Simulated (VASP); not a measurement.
Write the native input for VASP 6.6.1 that does the following.

```
Task                   : single point
Functional             : PBE
Potentials or basis    : VASP PAW PBE potentials, release 64 (Mo_sv, H)
Cutoff                 : 520 eV
k mesh                 : 10 × 10 × 1
Occupations            : gaussian, width 0.1 eV
Spin                   : collinear spin
Starting moments       : [0.0, 0.0, 0.0, 1.0] μB
Dipole correction      : yes
Further INCAR settings : ALGO = Normal; EDIFF = 1e-06; NBANDS = 34
```

The structure of Mo3H lies in POSCAR:

```
Mo3H
1.0
    2.7370454666      0.0000000000      0.0000000000
   -0.9123484889      2.5805112132      0.0000000000
    0.0000000000      0.0000000000     21.3082440588
Mo H
3 1
Direct
    0.5000000000      0.5000000000      0.1877207708
    0.0000000000      0.0000000000      0.2888166433
    0.5000000000      0.5000000000      0.3899074948
    0.6666666667      0.6666666667      0.5030092592
```

The input as run:

INCAR

```
SYSTEM = Mo3H
PREC     = Accurate       ! precision mode
ENCUT    = 520            ! plane-wave cutoff, eV
EDIFF    = 1E-6           ! SCF threshold, eV
ISMEAR   = 0              ! smearing method
SIGMA    = 0.1            ! smearing width, eV
LREAL    = .FALSE.        ! projectors in reciprocal space
LASPH    = .TRUE.         ! aspherical terms in the spheres
NELM     = 150            ! most SCF steps
ALGO     = Normal         ! electronic algorithm
ISIF     = 2              ! what is computed and relaxed
LWAVE    = .FALSE.        ! write WAVECAR
LCHARG   = .TRUE.         ! write CHGCAR
ISPIN    = 2              ! spin polarisation
MAGMOM   = 0 0 0 1        ! initial moments
LORBIT   = 11             ! projections on sites
LMAXMIX  = 4              ! l up to which the mixer works
LDIPOL   = .TRUE.       
IDIPOL   = 3            
DIPOL    = 0.5 0.5 0.342
GGA      = PE             ! functional
LELF     = .TRUE.         ! ELF
LVHAR    = .TRUE.       
LVACPOTAV= .TRUE.       
NBANDS   = 34             ! bands
```

KPOINTS

```
Automatic mesh
0
G
  10 10 1
  0 0 0
```

Potentials or basis: VASP PAW PBE potentials, release 64 (Mo_sv, H).

Run with:

```console
$ cat potpaw_PBE.64/Mo_sv/POTCAR potpaw_PBE.64/H/POTCAR > POTCAR
$ mpirun -np 1 vasp_std > vasp.out
```

Results of the run:

```json
{"Largest force": "2.068 eV/Å", "Net moment": "0.20 μB per cell", "Site moments": "Mo +0.01, +0.00, +0.03; H +0.07 μB", "Valence electrons inside the program's atomic spheres": "Mo 12.42, 12.55, 12.38; H 0.37"}
```

It took 6 min on 1 thread of Intel(R) Xeon(R) 6975P-C (Granite Rapids) (shared host), peak memory 0.42 GiB.
